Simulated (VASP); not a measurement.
# KB3H8 (Cmcm) in VASP: single point with PBE0

Aim: the single point of KB3H8 with PBE0.

Everything below comes from runs of VASP 6.6.1. Logs are shortened: lines on timing, memory, paths and dates and some standing lists are left out, and cuts for length are marked.

### Step 1. The cell of the first run

Symmetry: Cmcm, No. 63, orthorhombic system. The conventional cell has a = 7.250 Å, b = 7.973 Å, c = 8.044 Å, α = 90.00°, β = 90.00°, γ = 90.00°. Within 4.1 Å of K (site symmetry m2m) lie 24 H at 2.89 to 4.03 Å and 11 B at 3.15 to 3.85 Å. B (site symmetry m) has 3 H at 1.21 to 1.26 Å within 1.6 Å. Within 1.6 Å of B (site symmetry m2m) lie 4 H at 1.20 to 1.47 Å. Within 1.6 Å of H (site symmetry 1) lie 1 B at 1.21 Å. H (site symmetry m) has 2 B at 1.26 to 1.47 Å within 1.7 Å. Within 1.6 Å of H (site symmetry m) lie 1 B at 1.20 Å.

### Step 2. Single point, PBE0

POSCAR reads:

```
KB3H8
1.0
    3.6250964600     -3.9865268800      0.0000000000
    3.6250964600      3.9865268800      0.0000000000
    0.0000000000      0.0000000000      8.0437591100
K B H
2 6 16
Direct
    0.6654820200      0.3345179800      0.7500000000
    0.3345179800      0.6654820200      0.2500000000
    0.2826579900      0.7173420100      0.6383126600
    0.7173420100      0.2826579900      0.1383126600
    0.7173420100      0.2826579900      0.3616873400
    0.2826579900      0.7173420100      0.8616873400
    0.0911184500      0.9088815500      0.7500000000
    0.9088815500      0.0911184500      0.2500000000
    0.2039774300      0.5147355500      0.5871468300
    0.7960225700      0.4852644500      0.0871468300
    0.5147355500      0.2039774300      0.4128531700
    0.4852644500      0.7960225700      0.9128531700
    0.7960225700      0.4852644500      0.4128531700
    0.2039774300      0.5147355500      0.9128531700
    0.4852644500      0.7960225700      0.5871468300
    0.5147355500      0.2039774300      0.0871468300
    0.1387632700      0.8612367300      0.5738030400
    0.8612367300      0.1387632700      0.0738030400
    0.8612367300      0.1387632700      0.4261969600
    0.1387632700      0.8612367300      0.9261969600
    0.8700952900      0.8508652500      0.7500000000
    0.1299047100      0.1491347500      0.2500000000
    0.8508652500      0.8700952900      0.2500000000
    0.1491347500      0.1299047100      0.7500000000
```

INCAR.step1 reads:

```
PREC = Accurate
ENCUT = 520
EDIFF = 1E-5
ISMEAR = -1
SIGMA = 0.02
LREAL = Auto
LASPH = T
NELM = 60
ALGO = Normal
ISIF = 2
LWAVE = T
LCHARG = F
GGA = PE
NBANDS = 44
```

INCAR.step2 reads:

```
PREC = Accurate
ENCUT = 520
EDIFF = 1E-6
ISMEAR = -1
SIGMA = 0.02
LREAL = Auto
LASPH = T
NELM = 60
ALGO = Normal
ISIF = 2
LWAVE = F
LCHARG = F
GGA = PE
LHFCALC = T
AEXX = 0.25
PRECFOCK = Fast
ISTART = 1
NBANDS = 44
```

KPOINTS reads:

```
regular mesh
0
Gamma
  2 2 2
```

Potentials or basis: VASP PAW PBE potentials, release 64 (K_sv, B, H).

Command:

```console
$ cat potpaw_PBE.64/K_sv/POTCAR potpaw_PBE.64/B/POTCAR potpaw_PBE.64/H/POTCAR > POTCAR
$ cp INCAR.step1 INCAR
$ mpirun -np 1 vasp_std > vasp.out
$ cp INCAR.step2 INCAR
$ mpirun -np 1 vasp_std > vasp.out
```

OUTCAR:

```text
PREC = Accurate
   ENCUT = 520
   EDIFF = 1E-6
   ISMEAR = -1
   LREAL = Auto
   LASPH = T
   NELM = 60
   ISIF = 2
   GGA = PE
   LHFCALC = T
   AEXX = 0.25
   PRECFOCK = Fast
   ISTART = 1

 ion  position               nearest neighbor table
   1  0.665  0.335  0.750-
   2  0.335  0.665  0.250-
   3  0.283  0.717  0.638-   9 1.21  15 1.21  17 1.26   7 1.77   6 1.80
   4  0.717  0.283  0.138-  10 1.21  16 1.21  18 1.26   8 1.77   5 1.80
   5  0.717  0.283  0.362-  11 1.21  13 1.21  19 1.26   8 1.77   4 1.80
   6  0.283  0.717  0.862-  12 1.21  14 1.21  20 1.26   7 1.77   3 1.80
   7  0.091  0.909  0.750-  21 1.20  24 1.20  17 1.47  20 1.47   3 1.77   6 1.77
   8  0.909  0.091  0.250-  22 1.20  23 1.20  18 1.47  19 1.47   4 1.77   5 1.77
   9  0.204  0.515  0.587-   3 1.21
  10  0.796  0.485  0.087-   4 1.21
  11  0.515  0.204  0.413-   5 1.21
  12  0.485  0.796  0.913-   6 1.21
  13  0.796  0.485  0.413-   5 1.21
  14  0.204  0.515  0.913-   6 1.21
  15  0.485  0.796  0.587-   3 1.21
  16  0.515  0.204  0.087-   4 1.21
  17  0.139  0.861  0.574-   3 1.26   7 1.47
  18  0.861  0.139  0.074-   4 1.26   8 1.47
  19  0.861  0.139  0.426-   5 1.26   8 1.47
  20  0.139  0.861  0.926-   6 1.26   7 1.47
  21  0.870  0.851  0.750-   7 1.20
  22  0.130  0.149  0.250-   8 1.20
  23  0.851  0.870  0.250-   8 1.20
  24  0.149  0.130  0.750-   7 1.20

  LATTYP: Found a base centered orthorhombic cell.
 ALAT       =     7.2501929200
 B/A-ratio  =     1.0997022904
 C/A-ratio  =     1.1094544930

  Lattice vectors:

 A1 = (   3.6250964600,  -3.9865268800,   0.0000000000)
 A2 = (   3.6250964600,   3.9865268800,   0.0000000000)
 A3 = (   0.0000000000,   0.0000000000,   8.0437591100)

Analysis of symmetry for initial positions (statically):
=====================================================================
 Subroutine PRICEL returns:
 Original cell was already a primitive cell.

 Routine SETGRP: Setting up the symmetry group for a
 base centered orthorhombic supercell.

 Subroutine GETGRP returns: Found  8 space group operations
 (whereof  4 operations were pure point group operations)
 out of a pool of  8 trial point group operations.

The static configuration has the point symmetry C_2h.
 The point group associated with its full space group is D_2h.

Analysis of symmetry for dynamics (positions and initial velocities):
=====================================================================
 Subroutine PRICEL returns:
 Original cell was already a primitive cell.

 Routine SETGRP: Setting up the symmetry group for a
 base centered orthorhombic supercell.

 Subroutine GETGRP returns: Found  8 space group operations
 (whereof  4 operations were pure point group operations)
 out of a pool of  8 trial point group operations.

The dynamic configuration has the point symmetry C_2h.
 The point group associated with its full space group is D_2h.

 Subroutine INISYM returns: Found  8 space group operations
 (whereof  4 operations are pure point group operations),
 and found     1 'primitive' translations

----------------------------------------------------------------------------------------

                                     Primitive cell

  volume of cell :     232.4895

  direct lattice vectors                    reciprocal lattice vectors
     3.625096460 -3.986526880  0.000000000     0.137927364 -0.125422458  0.000000000
     3.625096460  3.986526880  0.000000000     0.137927364  0.125422458  0.000000000
     0.000000000  0.000000000  8.043759110     0.000000000  0.000000000  0.124319984

  length of vectors
     5.388294805  5.388294805  8.043759110     0.186426261  0.186426261  0.124319984

  position of ions in fractional coordinates (direct lattice)
     0.665482020  0.334517980  0.750000000
     0.334517980  0.665482020  0.250000000
     0.282657990  0.717342010  0.638312660
     0.717342010  0.282657990  0.138312660
     0.717342010  0.282657990  0.361687340
     0.282657990  0.717342010  0.861687340
[... 16 lines left out ...]
     0.850865250  0.870095290  0.250000000
     0.149134750  0.129904710  0.750000000

  ion indices of the primitive-cell ions
   primitive index   ion index
                 1           1
                 2           2
                 3           3
                 4           4
                 5           5
                 6           6
[... 16 lines left out ...]
                23          23
                24          24

----------------------------------------------------------------------------------------

 KPOINTS: regular mesh

Automatic generation of k-mesh.
 Grid dimensions read from file:
 generate k-points for:    2    2    2

 Generating k-lattice:

  Cartesian coordinates                     Fractional coordinates (reciprocal lattice)
     0.068963682 -0.062711229  0.000000000     0.500000000  0.000000000  0.000000000
     0.068963682  0.062711229  0.000000000     0.000000000  0.500000000  0.000000000
     0.000000000  0.000000000  0.062159992     0.000000000  0.000000000  0.500000000

  Length of vectors
     0.093213130  0.093213130  0.062159992

  Shift w.r.t. Gamma in fractional coordinates (k-lattice)
     0.000000000  0.000000000  0.000000000

 Subroutine IBZKPT returns following result:
 ===========================================

 Found      6 irreducible k-points:

 Following reciprocal coordinates:
            Coordinates               Weight
  0.000000  0.000000  0.000000      1.000000
  0.500000  0.000000  0.000000      2.000000
  0.500000  0.500000  0.000000      1.000000
  0.000000  0.000000  0.500000      1.000000
  0.500000  0.000000  0.500000      2.000000
  0.500000  0.500000  0.500000      1.000000
   k-points           NKPTS =      6   k-points in BZ     NKDIM =      8   number of bands    NBANDS=     44
   number of dos      NEDOS =    301   number of ions     NIONS =     24
   total plane-waves  NPLWV =  96000
   dimension x,y,z NGX =    40 NGY =   40 NGZ =   60
   dimension x,y,z NGXF=    80 NGYF=   80 NGZF=  120
   ions per type =               2   6  16
   NGX,Y,Z   is equivalent  to a cutoff of  12.34, 12.34, 12.40 a.u.
   NGXF,Y,Z  is equivalent  to a cutoff of  24.68, 24.68, 24.80 a.u.
 SYSTEM =  unknown system
   PREC   = accura    normal or accurate (medium, high low for compatibility)
   ISTART =      1    job   : 0-new  1-cont  2-samecut
   ICHARG =      0    charge: 1-file 2-atom 10-const
   ISPIN  =      1    spin polarized calculation?
   LNONCOLLINEAR =      F non collinear calculations
   LSORBIT =      F    spin-orbit coupling
   LASPH  =      T    aspherical Exc in radial PAW
   ENCUT  =  520.0 eV  38.22 Ry    6.18 a.u.  10.02 10.02 14.96*2*pi/ulx,y,z
   NELM   =     60;   NELMIN=  2; NELMDL=  0     # of ELM steps
   EDIFF  = 0.1E-05   stopping-criterion for ELM
   LREAL  =      T    real-space projection
   EDIFFG = 0.1E-04   stopping-criterion for IOM
   NSW    =      0    number of steps for IOM
   IBRION =     -1    ionic relax: 0-MD 1-quasi-New 2-CG
   NFREE  =      0    steps in history (QN), initial steepest desc. (CG)
   ISIF   =      2    stress and relaxation
   ISYM   =      3    0-nonsym 1-usesym 2-fastsym
   POTIM  = 0.5000    time-step for ionic-motion
   TEBEG  =    0.0;   TEEND  =   0.0 temperature during run
   PSTRESS=    0.0 pullay stress
   NELECT =      52.0000    total number of electrons
   NUPDOWN=      -1.0000    fix difference up-down
   EMIN   =  10.00;   EMAX   =-10.00  energy-range for DOS
   EFERMI =   0.00;   METHOD = LEGACY
   ISMEAR =    -1;   SIGMA  =   0.02  broadening in eV -4-tet -1-fermi 0-gaus
   EFERMI_NEDOS =   21; number of points for ismear=-14 and -15
   IALGO  =     38    algorithm
   IMIX   =      1    mixing-type and parameters
     AMIX     =   0.40;   BMIX     =  1.00
     AMIX_MAG =   1.60;   BMIX_MAG =  1.00
  volume/ion in A,a.u.               =       9.69        65.37
  Fermi-wavevector in a.u.,A,eV,Ry     =   0.993745  1.877905 13.436142  0.987529
  Thomas-Fermi vector in A             =   2.125648
   LORBIT       =      0    0 simple, 1 ext, 2 COOP (PROOUT), +10 PAW based schemes
   GGA     = PE    functional components
   LHFCALC =     T    Hartree Fock is set to
   PRECFOCK=fast      Normal, Fast or Accurate (Low or Medium for compatibility)
   ENCUT4O =  -1.0   cutoff for four orbital integrals eV
   NKREDX  =     1    reduce k-point grid by
   NKREDY  =     1    reduce k-point grid by
   NKREDZ  =     1    reduce k-point grid by
   AEXX    =    0.2500 exact exchange contribution
   HFSCREEN=    0.0000 screening length (either q_TF or 0.3 A-1)
   HFSCREENC=   0.0000 screening length for correlation (either q_TF or 0.3 A-1)
   ENCUTFOCK=  -1.0 apply spherical cutoff to Coloumb kernel
   IVDW    =     0    specifies the selected vdW correction
   LEPSILON=     F    determine dielectric tensor
   LRPA    =     F    only Hartree local field effects (RPA)
 non-spin polarized calculation
  energy-cutoff  :      520.00
  volume of cell :      232.49
 maximum number of plane-waves:      6292
  NGX = 24; NGY = 24; NGZ = 32

 number of electron      51.9999997 magnetization

 Free energy of the ion-electron system (eV)
  ---------------------------------------------------
  ext. energy  EPLUGINS =         0.00000000
  ---------------------------------------------------
  free energy    TOTEN  =      -120.14861896 eV

  energy without entropy =     -120.14861896  energy(sigma->0) =     -120.14861896

 E-fermi :  -3.2629     XC(G=0):  -6.1659

 val. band max:       -3.6987181592   @ k =   0.5000   0.5000   0.0000
 cond. band min:       4.0763323017   @ k =   0.5000   0.5000   0.5000
 fundamental gap:      7.7750504609
 Fermi energy:        -3.2628542832

 k-point     1 :       0.0000    0.0000    0.0000
  band No.  band energies     occupation
      1     -33.8323      2.00000
      2     -33.8305      2.00000
      3     -16.0158      2.00000
      4     -15.9817      2.00000
      5     -15.9753      2.00000
      6     -15.9713      2.00000
[... 30 lines left out ...]
     37       7.3392      0.00000
     38       7.5647      0.00000
[... 203 lines left out ...]
     37       7.5410      0.00000
     38       7.5410      0.00000
 [bands above 38 left out]

------------------------ aborting loop because EDIFF is reached ----------------------------------------

  FORCE on cell =-STRESS in cart. coord.  units (eV):
  Direction    XX          YY          ZZ          XY          YZ          ZX
  --------------------------------------------------------------------------------------
  -------------------------------------------------------------------------------------
  Total        0.7415329      0.3581301      0.1911499      0.0000000      0.0000000      0.0000000
  in kB        5.1101978      2.4680165      1.3172897      0.0000000      0.0000000      0.0000000
  external PRESSURE =       2.9651680 kB  Pullay stress =       0.0000000 kB

 VOLUME and BASIS-vectors are now :
 -----------------------------------------------------------------------------
  energy-cutoff  :      520.00
  volume of cell :      232.49
      direct lattice vectors                 reciprocal lattice vectors
     3.625096460 -3.986526880  0.000000000     0.137927364 -0.125422458  0.000000000
     3.625096460  3.986526880  0.000000000     0.137927364  0.125422458  0.000000000
     0.000000000  0.000000000  8.043759110     0.000000000  0.000000000  0.124319984

 POSITION                                       TOTAL-FORCE (eV/Angst)
 -----------------------------------------------------------------------------------
      3.62510     -1.31940      6.03282        -0.000000      0.014079     -0.000000
      3.62510      1.31940      2.01094        -0.000000     -0.014079      0.000000
      3.62510      1.73288      5.13443        -0.000000      0.035054      0.068867
      3.62510     -1.73288      1.11255        -0.000000     -0.035054      0.068867
      3.62510     -1.73288      2.90933        -0.000000     -0.035054     -0.068867
      3.62510      1.73288      6.93121        -0.000000      0.035054     -0.068867
[... 16 lines left out ...]
      6.23865      0.07666      2.01094         0.000703     -0.001742      0.000000
      1.01154     -0.07666      6.03282        -0.000703      0.001742      0.000000
 -----------------------------------------------------------------------------------
    total drift:                               -0.000004     -0.000000      0.000000

  FREE ENERGIE OF THE ION-ELECTRON SYSTEM (eV)
  ---------------------------------------------------
  free  energy   TOTEN  =      -120.1486189609 eV

  energy  without entropy=     -120.1486189609  energy(sigma->0) =     -120.14861896
```

It took 10 min on 1 thread of AMD EPYC 7R13 (Zen 3), shared host; peak memory 0.33 GiB.

What came out:

* Free energy: -120.1486 eV
* Pressure: 0.3 GPa
* Largest force: 0.103 eV/Å
* Band gap on the k mesh: 7.78 eV (least direct gap 7.92 eV)

Forces in eV/Å, atoms in the order of the input:
```
K    0.000  0.014  0.000
K    0.000 -0.014  0.000
B    0.000  0.035  0.069
B    0.000 -0.035  0.069
B    0.000 -0.035 -0.069
B    0.000  0.035 -0.069
B    0.000 -0.103  0.000
B    0.000  0.103  0.000
H   -0.008 -0.002  0.001
H    0.008  0.002  0.001
H   -0.008  0.002 -0.001
H    0.008 -0.002 -0.001
H    0.008  0.002 -0.001
H   -0.008 -0.002 -0.001
H    0.008 -0.002  0.001
H   -0.008  0.002  0.001
H    0.000  0.028  0.025
H    0.000 -0.028  0.025
H    0.000 -0.028 -0.025
H    0.000  0.028 -0.025
H    0.001  0.002  0.000
H   -0.001 -0.002  0.000
H    0.001 -0.002  0.000
H   -0.001  0.002  0.000
```

Stress tensor (GPa, compression positive):
```
0.51 0.00 0.00
0.00 0.25 0.00
0.00 0.00 0.13
```

Caveat: the k points lie up to 0.59 Å⁻¹ apart; the PAW data sets were made with another functional, which shifts forces and pressure a little. A k mesh can miss the band edges.
